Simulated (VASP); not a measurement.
**GaAs: electric field gradients with PBE**

Crystal: GaAs.

```
Ga As
1.0
     0.00000    2.82685    2.82685
     2.82685    0.00000    2.82685
     2.82685    2.82685    0.00000
Ga As
1 1
Cartesian
  0.0000 0.0000 0.0000
  1.4134 1.4134 1.4134
```

```
Program                : VASP 6.6.1
Task                   : electric field gradients
Functional             : PBE
Potentials or basis    : VASP PAW PBE potentials, release 64 (Ga_d, As)
Cutoff                 : 520 eV
k mesh                 : 13 × 13 × 13
Occupations            : fermi-dirac, width 0.02 eV
Spin                   : no spin polarisation
Dipole correction      : no
Further INCAR settings : ALGO = Normal; EDIFF = 1e-08; NBANDS = 16
```

The pressure is 3.5 GPa and the band gap on the k mesh is 0.52 eV, direct.

Levels at points of the mesh, in eV from the valence-band top:
| k point | band 5 | band 6 | band 7 | band 8 | band 9 | band 10 | band 11 | band 12 | band 13 | band 14 |
| --- | --- | --- | --- | --- | --- | --- | --- | --- | --- | --- |
| (0.00, 0.00, 0.00) | -14.73 | -12.73 | 0.00 | 0.00 | 0.00 | 0.52 | 3.73 | 3.73 | 3.73 | 7.59 |

Run time: 67 s on 1 thread of Intel(R) Xeon(R) Platinum 8488C (Sapphire Rapids), with other jobs on the host, peak memory 0.21 GiB.

Caveat: without QUAD_EFG the Cq values of the log hold for a quadrupole moment of 1 mb, not for the nuclei. As with any semilocal functional, this PBE gap is likely too small.
